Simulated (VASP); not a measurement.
# GaAs (F-43m) in VASP: single point with HF

Aim: the single point of GaAs with HF.

All numbers are computed with VASP 6.6.1; they aren't measurements. Logs are shortened: lines on timing, memory, paths and dates and some standing lists are left out, and cuts for length are marked.

**1. The cell of the first run**

The structure is cubic, space group F-43m (No. 216). The conventional cell has a = 5.762 Å, b = 5.762 Å, c = 5.762 Å, α = 90.00°, β = 90.00°, γ = 90.00°. Within 3.3 Å of As (site symmetry -43m) lie 4 Ga at 2.49 Å. Within 3.3 Å of Ga (site symmetry -43m) lie 4 As at 2.49 Å.

**2. Single point, HF**

File POSCAR:

```
GaAs
1.0
    0.0000000000      2.8809589075      2.8809589075
    2.8809589075      0.0000000000      2.8809589075
    2.8809589075      2.8809589075      0.0000000000
As Ga
1 1
Direct
    0.7500000000      0.7500000000      0.7500000000
    0.0000000000      0.0000000000      0.0000000000
```

File INCAR.step1:

```
SYSTEM = GaAs
  PREC = Accurate
  ENCUT = 400
  EDIFF = 1E-5
  ISMEAR = -1
  SIGMA = 0.05
  LREAL = .FALSE.
  LASPH = .TRUE.
  NELM = 120
  ALGO = Normal
  ISIF = 2
  LWAVE = .TRUE.
  LCHARG = .FALSE.
  GGA = PE
  NBANDS = 21
  GGA_COMPAT = .FALSE.
```

File INCAR.step2:

```
SYSTEM = GaAs
  PREC = Accurate
  ENCUT = 400
  EDIFF = 1E-6
  ISMEAR = -1
  SIGMA = 0.05
  LREAL = .FALSE.
  LASPH = .TRUE.
  NELM = 120
  ALGO = Normal
  ISIF = 2
  LWAVE = .FALSE.
  LCHARG = .FALSE.
  GGA = PE
  LHFCALC = .TRUE.
  AEXX = 1.0
  ALDAC = 0.0
  AGGAC = 0.0
  PRECFOCK = Normal
  ISTART = 1
  NBANDS = 21
  GGA_COMPAT = .FALSE.
```

File KPOINTS:

```
regular mesh
0
G
  4 4 4
  0 0 0
```

Potentials or basis: VASP PAW PBE potentials, release 64 (As_d, Ga_d).

Run with:

```sh
$ cat potpaw_PBE.64/As_d/POTCAR potpaw_PBE.64/Ga_d/POTCAR > POTCAR
$ cp INCAR.step1 INCAR
$ mpirun -np 1 vasp_std > vasp.out
$ cp INCAR.step2 INCAR
$ mpirun -np 1 vasp_std > vasp.out
```

OUTCAR:

```text
SYSTEM = GaAs
   PREC = Accurate
   ENCUT = 400
   EDIFF = 1E-6
   ISMEAR = -1
   LREAL = .FALSE.
   LASPH = .TRUE.
   NELM = 120
   ISIF = 2
   GGA = PE
   LHFCALC = .TRUE.
   AEXX = 1.0
   PRECFOCK = Normal
   ISTART = 1

 ion  position               nearest neighbor table
   1  0.750  0.750  0.750-   2 2.49   2 2.49   2 2.49   2 2.49
   2  0.000  0.000  0.000-   1 2.49   1 2.49   1 2.49   1 2.49

  LATTYP: Found a face centered cubic cell.
 ALAT       =     5.7619178150

  Lattice vectors:

 A1 = (   0.0000000000,   2.8809589075,   2.8809589075)
 A2 = (   2.8809589075,   0.0000000000,   2.8809589075)
 A3 = (   2.8809589075,   2.8809589075,   0.0000000000)

Analysis of symmetry for initial positions (statically):
=====================================================================
 Subroutine PRICEL returns:
 Original cell was already a primitive cell.

 Routine SETGRP: Setting up the symmetry group for a
 face centered cubic supercell.

 Subroutine GETGRP returns: Found 24 space group operations
 (whereof 24 operations were pure point group operations)
 out of a pool of 48 trial point group operations.

The static configuration has the point symmetry T_d .

Analysis of symmetry for dynamics (positions and initial velocities):
=====================================================================
 Subroutine PRICEL returns:
 Original cell was already a primitive cell.

 Routine SETGRP: Setting up the symmetry group for a
 face centered cubic supercell.

 Subroutine GETGRP returns: Found 24 space group operations
 (whereof 24 operations were pure point group operations)
 out of a pool of 48 trial point group operations.

The dynamic configuration has the point symmetry T_d .

 Subroutine INISYM returns: Found 24 space group operations
 (whereof 24 operations are pure point group operations),
 and found     1 'primitive' translations

----------------------------------------------------------------------------------------

                                     Primitive cell

  volume of cell :      47.8235

  direct lattice vectors                    reciprocal lattice vectors
     0.000000000  2.880958908  2.880958908    -0.173553326  0.173553326  0.173553326
     2.880958908  0.000000000  2.880958908     0.173553326 -0.173553326  0.173553326
     2.880958908  2.880958908  0.000000000     0.173553326  0.173553326 -0.173553326

  length of vectors
[... 69 lines left out ...]
   IBRION =     -1    ionic relax: 0-MD 1-quasi-New 2-CG
   NFREE  =      0    steps in history (QN), initial steepest desc. (CG)
   ISIF   =      2    stress and relaxation
   ISYM   =      3    0-nonsym 1-usesym 2-fastsym
   POTIM  = 0.5000    time-step for ionic-motion
   TEBEG  =    0.0;   TEEND  =   0.0 temperature during run
   PSTRESS=    0.0 pullay stress
   NELECT =      28.0000    total number of electrons
   NUPDOWN=      -1.0000    fix difference up-down
   EMIN   =  10.00;   EMAX   =-10.00  energy-range for DOS
   EFERMI =   0.00;   METHOD = LEGACY
   ISMEAR =    -1;   SIGMA  =   0.05  broadening in eV -4-tet -1-fermi 0-gaus
   EFERMI_NEDOS =   21; number of points for ismear=-14 and -15
   IALGO  =     38    algorithm
   IMIX   =      1    mixing-type and parameters
     AMIX     =   0.40;   BMIX     =  1.00
     AMIX_MAG =   1.60;   BMIX_MAG =  1.00
  volume/ion in A,a.u.               =      23.91       161.36
  Fermi-wavevector in a.u.,A,eV,Ry     =   1.369558  2.588089 25.520302  1.875689
  Thomas-Fermi vector in A             =   2.495423
   LORBIT       =      0    0 simple, 1 ext, 2 COOP (PROOUT), +10 PAW based schemes
   GGA     = PE    functional components
   LHFCALC =     T    Hartree Fock is set to
   PRECFOCK=normal    Normal, Fast or Accurate (Low or Medium for compatibility)
   ENCUT4O =  -1.0   cutoff for four orbital integrals eV
   NKREDX  =     1    reduce k-point grid by
   NKREDY  =     1    reduce k-point grid by
   NKREDZ  =     1    reduce k-point grid by
   AEXX    =    1.0000 exact exchange contribution
   HFSCREEN=    0.0000 screening length (either q_TF or 0.3 A-1)
   HFSCREENC=   0.0000 screening length for correlation (either q_TF or 0.3 A-1)
   ENCUTFOCK=  -1.0 apply spherical cutoff to Coloumb kernel
   IVDW    =     0    specifies the selected vdW correction
   LEPSILON=     F    determine dielectric tensor
   LRPA    =     F    only Hartree local field effects (RPA)
 non-spin polarized calculation
  energy-cutoff  :      400.00
  volume of cell :       47.82
 maximum number of plane-waves:       893
 NGX is ok and might be reduce to    28
  NGX = 20; NGY = 20; NGZ = 20

 number of electron      28.0000009 magnetization

 Free energy of the ion-electron system (eV)
  ---------------------------------------------------
  ext. energy  EPLUGINS =         0.00000000
  ---------------------------------------------------
  free energy    TOTEN  =       -16.62391257 eV

  energy without entropy =      -16.62391257  energy(sigma->0) =      -16.62391257

 E-fermi :   1.8948     XC(G=0):   0.0000

 val. band max:        0.6602216433   @ k =   0.0000   0.0000   0.0000
 cond. band min:       7.8279644690   @ k =   0.0000   0.0000   0.0000
 fundamental gap:      7.1677428256
 Fermi energy:         1.8947774547

 k-point     1 :       0.0000    0.0000    0.0000
  band No.  band energies     occupation
      1     -47.9857      2.00000
      2     -47.9857      2.00000
      3     -47.9857      2.00000
      4     -47.9726      2.00000
      5     -47.9726      2.00000
      6     -24.4057      2.00000
[... 181 lines left out ...]
     20      20.9618      0.00000
     21      21.6357      0.00000

------------------------ aborting loop because EDIFF is reached ----------------------------------------

  FORCE on cell =-STRESS in cart. coord.  units (eV):
  Direction    XX          YY          ZZ          XY          YZ          ZX
  --------------------------------------------------------------------------------------
  -------------------------------------------------------------------------------------
  Total       -0.1996172     -0.1996172     -0.1996172      0.0000000     -0.0000000      0.0000000
  in kB       -6.6875554     -6.6875554     -6.6875554      0.0000000     -0.0000000      0.0000000
  external PRESSURE =      -6.6875554 kB  Pullay stress =       0.0000000 kB

 VOLUME and BASIS-vectors are now :
 -----------------------------------------------------------------------------
  energy-cutoff  :      400.00
  volume of cell :       47.82
      direct lattice vectors                 reciprocal lattice vectors
     0.000000000  2.880958908  2.880958908    -0.173553326  0.173553326  0.173553326
     2.880958908  0.000000000  2.880958908     0.173553326 -0.173553326  0.173553326
     2.880958908  2.880958908  0.000000000     0.173553326  0.173553326 -0.173553326

 POSITION                                       TOTAL-FORCE (eV/Angst)
 -----------------------------------------------------------------------------------
      4.32144      4.32144      4.32144        -0.000000     -0.000000     -0.000000
      0.00000      0.00000      0.00000         0.000000      0.000000      0.000000
 -----------------------------------------------------------------------------------
    total drift:                                0.000039      0.000031      0.000031

  FREE ENERGIE OF THE ION-ELECTRON SYSTEM (eV)
  ---------------------------------------------------
  free  energy   TOTEN  =       -16.6239125659 eV

  energy  without entropy=      -16.6239125659  energy(sigma->0) =      -16.62391257
```

OUTCAR.step1:

```text
SYSTEM = GaAs
   PREC = Accurate
   ENCUT = 400
   EDIFF = 1E-5
   ISMEAR = -1
   LREAL = .FALSE.
[... 395 lines left out ...]
      4.32144      4.32144      4.32144         0.000000      0.000000      0.000000
      0.00000      0.00000      0.00000        -0.000000     -0.000000     -0.000000
 -----------------------------------------------------------------------------------
    total drift:                               -0.000002     -0.000002     -0.000001

  FREE ENERGIE OF THE ION-ELECTRON SYSTEM (eV)
  ---------------------------------------------------
  free  energy   TOTEN  =        -8.1142784108 eV

  energy  without entropy=       -8.1111333254  energy(sigma->0) =       -8.11270587
```

Run time: 12 min. Hardware: 1 thread of Intel Xeon Platinum 8259CL at 2.50GHz (Skylake/Cascade Lake), shared host; peak memory 0.16 GiB.

Results:

| Item | Value |
| --- | --- |
| Free energy | -16.6239 eV |
| Pressure | -0.7 GPa |
| Band gap on the k mesh | 7.17 eV |

Caveat: the k points lie up to 0.47 Å⁻¹ apart; the PAW data sets were made with another functional, which shifts forces and pressure a little.
